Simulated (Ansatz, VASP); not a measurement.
**BeZn3Se4 in VASP and in Ansatz**

INCAR

```
SYSTEM = BeZn3Se4
ALGO     = Normal         ! electronic algorithm
EDIFF    = 1E-6           ! SCF threshold, eV
EDIFFG   = -0.01          ! ionic threshold
ENCUT    = 600            ! plane-wave cutoff, eV
GGA      = PE             ! functional
IBRION   = 2              ! ionic algorithm
ISIF     = 3              ! what is computed and relaxed
ISMEAR   = 0              ! smearing method
LASPH    = .TRUE.         ! aspherical terms in the spheres
LCHARG   = .FALSE.        ! write CHGCAR
LREAL    = .FALSE.        ! projectors in reciprocal space
LWAVE    = .FALSE.        ! write WAVECAR
NELM     = 60             ! most SCF steps
NSW      = 100            ! ionic steps
PREC     = Accurate       ! precision mode
SIGMA    = 0.02           ! smearing width, eV
```

KPOINTS

```
k-points
0
G
  8 4 6
  0 0 0
```

Contents of POSCAR:

```
BeZn3Se4
1.0
    3.9447850000      0.0000000000      0.0000000000
    0.0000000000      7.9054789000      0.0000000000
    0.0000000000      0.0000000000      5.6089789000
Be Zn Se
1 3 4
Direct
    0.5000000000      0.0000000000      0.5047950000
    0.0000000000      0.7624020000      0.0003780000
    0.0000000000      0.2375980000      0.0003780000
    0.5000000000      0.5000000000      0.4982920000
    0.5000000000      0.7667240000      0.7358410000
    0.0000000000      0.0000000000      0.2872140000
    0.5000000000      0.2332760000      0.7358410000
    0.0000000000      0.5000000000      0.2372610000
```

Input for Ansatz:

```yaml
crystal:
  lattice:
    - [3.944785, 0.0, 0.0]
    - [0.0, 7.9054789, 0.0]
    - [0.0, 0.0, 5.6089789]
  atoms:
    - { symbol: Be, position: [0.5, 0.0, 0.504795] }
    - { symbol: Zn, position: [0.0, 0.762402, 0.000378] }
    - { symbol: Zn, position: [0.0, 0.237598, 0.000378] }
    - { symbol: Zn, position: [0.5, 0.5, 0.498292] }
    - { symbol: Se, position: [0.5, 0.766724, 0.735841] }
    - { symbol: Se, position: [0.0, 0.0, 0.287214] }
    - { symbol: Se, position: [0.5, 0.233276, 0.735841] }
    - { symbol: Se, position: [0.0, 0.5, 0.237261] }
basis:
  ecutwfc: 420
kpoints:
  mp_grid: { grid: [8, 4, 6] }
hamiltonian:
  xc: pbe
scf:
  occupations: { method: gaussian, width: 0.02 }
output:
  forces: true
  stress: true
  eigenvalues: true
  write_density: true
  write_potential: true
  elf: true
  volumetric_format: npy
relax:
  adjacent_minimum: "off"
  f_tol: 0.01
  max_steps: 80
  cell: { stress_tol: 0.05 }
```

Alike in both runs: task relaxation of cell and atoms; functional PBE; k mesh 8 × 4 × 6; occupations gaussian, width 0.02 eV; no spin polarisation.

|  | VASP | Ansatz |
| --- | --- | --- |
| version | VASP 6.6.1 | Ansatz 0.2.0 |
| potentials or method | VASP PAW PBE potentials, release 64 (Be, Zn, Se), cutoff 600 eV | scalar-relativistic, plane waves, PAW |
| valence electrons in the cell | 62 | 102 |

```csv
,VASP,Ansatz,Ansatz less VASP
"gap on the k mesh at the Fermi level, each at its own relaxed structure (eV)",1.64,1.65,+0.015
relaxed volume (Å³/atom),21.95,21.86,-0.083
relaxed cell length with the largest relative difference (Å),3.950,3.945,-0.0052
```

VASP's potentials hold 62 valence electrons a cell and Ansatz's 102, so a difference there can come from the potentials and not from the codes.
